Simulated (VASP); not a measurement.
## Pt: single point with PBEsol

Pt:

```
Pt
1.0
    -1.39142    1.59020    1.59020
     1.59020   -1.39142    1.59020
     1.59020    1.59020   -1.39142
Pt
1
Direct
  0.00000 0.00000 0.00000
```

This cell differs from its parent crystal: ratio of the length along [111] to the lengths across it x 1.2, volume and fractional coordinates fixed.

```json
{
 "Program": "VASP 6.6.1",
 "Task": "single point",
 "Functional": "PBEsol",
 "Potentials or basis": "VASP PAW PBE potentials, release 64 (Pt)",
 "Cutoff": "520 eV",
 "k mesh": "24 × 24 × 24",
 "Occupations": "gaussian, width 0.15 eV",
 "Spin": "no spin polarisation"
}
```

| Property | Result |
| --- | --- |
| Pressure | -2.5 GPa |
| Band gap on the k mesh | zero (band 5 reaches 11.47 eV, above the bottom of band 6 at 9.04 eV) |

Stress tensor (GPa, compression positive):
```
-2.53 -7.10 -7.10
-7.10 -2.53 -7.10
-7.10 -7.10 -2.53
```

Levels at points of the mesh, in eV from the Fermi level:
```tsv
k point	band 3	band 4	band 5	band 6	band 7	band 8
(0.00, 0.00, 0.00)	-4.43	-1.75	-0.47	-0.47	16.07	16.07
(0.50, 0.00, 0.00)	-0.58	-0.32	-0.31	0.38	5.59	14.30
(0.50, 0.50, 0.00)	-1.03	-1.02	1.26	1.69	7.83	10.86
(0.50, 0.50, 0.50)	-1.10	1.45	1.45	7.93	7.98	7.98
```

Wall time 84 s on 1 thread of Intel(R) Xeon(R) 6975P-C (Granite Rapids) (shared host), peak memory 0.33 GiB.

Caveat: the PAW data sets were made with another functional, which shifts forces and pressure a little; spin-orbit coupling is left out, which moves the levels of the heavy elements.
